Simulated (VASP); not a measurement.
A run of VASP 6.6.1 is set up as follows.

INCAR

```
SYSTEM = KZnF3
PREC     = Accurate       ! precision mode
ENCUT    = 520            ! plane-wave cutoff, eV
EDIFF    = 1E-6           ! SCF threshold, eV
ISMEAR   = 0              ! smearing method
SIGMA    = 0.05           ! smearing width, eV
LREAL    = .FALSE.        ! projectors in reciprocal space
LASPH    = .TRUE.         ! aspherical terms in the spheres
NELM     = 100            ! most SCF steps
ALGO     = Normal         ! electronic algorithm
ISIF     = 2              ! what is computed and relaxed
LWAVE    = .FALSE.        ! write WAVECAR
LCHARG   = .FALSE.        ! write CHGCAR
GGA      = PE             ! functional
NBANDS   = 29             ! bands
```

Contents of KPOINTS:

```
regular mesh
0
G
  6 6 6
  0 0 0
```

POSCAR

```
KZnF3
1.0
    4.0500000000      0.0000000000      0.0000000000
    0.0000000000      4.5056250000      0.0000000000
    0.0000000000      0.0000000000      4.0500000000
K Zn F
1 1 3
Direct
    0.0000000000      0.0000000000      0.0000000000
    0.5000000000      0.5000000000      0.5000000000
    0.5000000000      0.5000000000      0.0000000000
    0.0000000000      0.5000000000      0.5000000000
    0.5000000000      0.0000000000      0.5000000000
```

Potentials or basis: VASP PAW PBE potentials, release 64 (K_sv, Zn, F).

Launch:

```bash
$ cat potpaw_PBE.64/K_sv/POTCAR potpaw_PBE.64/Zn/POTCAR potpaw_PBE.64/F/POTCAR > POTCAR
$ mpirun -np 1 vasp_std > vasp.out
```

(1) Estimate the band gap on the k mesh.

(2) Estimate the pressure.

Answers

(1) 3.32 eV, indirect (least direct gap 4.64 eV).

(2) -2.0 GPa.

Caveat: the cell differs from its parent crystal (strain +0.1125 x Voigt [0, 1, 0, 0, 0, 0]).
